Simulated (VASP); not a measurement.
A run of VASP 6.6.1:

The input INCAR:

```
  PREC = Accurate
  ENCUT = 600
  EDIFF = 1E-6
  ISMEAR = 0
  SIGMA = 0.1
  LREAL = F
  LASPH = T
  NELM = 60
  ALGO = Normal
  ISIF = 4
  LWAVE = F
  LCHARG = F
  GGA = CA
  IBRION = 2
  NSW = 50
  EDIFFG = -0.01
```

KPOINTS

```
Automatic mesh
0
Gamma
  15 15 12
```

Contents of POSCAR:

```
YbB2
1.0
    3.1349472120      0.0000000000      0.0000000000
   -1.5674736060      2.7149439251      0.0000000000
    0.0000000000      0.0000000000      3.7170492606
Yb B
1 2
Direct
    0.0000000000      0.0000000000      0.0000000000
    0.3333333333      0.6666666667      0.5000000000
    0.6666666667      0.3333333333      0.5000000000
```

Potentials or basis: VASP PAW PBE potentials, release 64 (Yb, B).

Run with:

```bash
$ cat potpaw_PBE.64/Yb/POTCAR potpaw_PBE.64/B/POTCAR > POTCAR
$ mpirun -np 1 vasp_std > vasp.out
```

Hardware: 1 thread of Intel Xeon 8259CL (shared host).

How long does it take, and how much memory?

It took 18 min on 1 thread of Intel Xeon 8259CL, with other jobs on the host, peak memory 0.3 GiB. Counts: scf iterations 37, k points 189, ion steps 1.
